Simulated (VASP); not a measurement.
The system is TaN.

```xyz
2
Lattice="2.9380 0.0000 0.0000 -1.4690 2.5444 0.0000 0.0000 0.0000 2.8830" Properties=species:S:1:pos:R:3 pbc="T T T"
Ta    0.0000    0.0000    1.4415
N     1.4690    0.8481    0.0000
```

```yaml
Program: VASP 6.6.1
Task: relaxation of cell and atoms
Functional: BLYP
Dispersion: D4
Potentials_or_basis: VASP PAW PBE potentials, release 64 (Ta_pv, N)
Cutoff: 600 eV
k_mesh: 10 × 10 × 9
Occupations: gaussian, width 0.1 eV
Spin: no spin polarisation
```

At the start: pressure 8.2 GPa; volume 10.78 Å³/atom.

How do energy, volume and symmetry change on relaxing?

Over 8 steps the energy falls by 6.5 meV/atom and the volume is 11.03 Å³/atom (+2.4 %); space group P-6m2 (No. 187, to 0.05 Å).

The path:
```csv
step,energy change (eV),largest force (eV/Å),pressure (GPa),volume (Å³)
1,0.0000,0.0000,8.23,21.55
2,0.0546,0.0000,-16.20,23.33
3,-0.0130,0.0000,-0.14,22.08
4,-0.0131,0.0000,-0.01,22.07
5,-0.0130,0.0000,0.15,22.06
6,-0.0131,0.0000,0.14,22.06
7,-0.0131,0.0000,0.15,22.06
8,-0.0131,0.0000,0.03,22.07
```

Final structure:
```
CELL_PARAMETERS angstrom
2.95991 0.00000 0.00000
-1.47995 2.56336 0.00000
0.00000 0.00000 2.90829
ATOMIC_POSITIONS crystal
Ta 0.00000 0.00000 0.50000
N 0.66667 0.33333 0.00000
```

Caveat: the PAW data sets were made with another functional, which shifts forces and pressure a little; pairwise dispersion overbinds metals, which lowers pressure and volume.
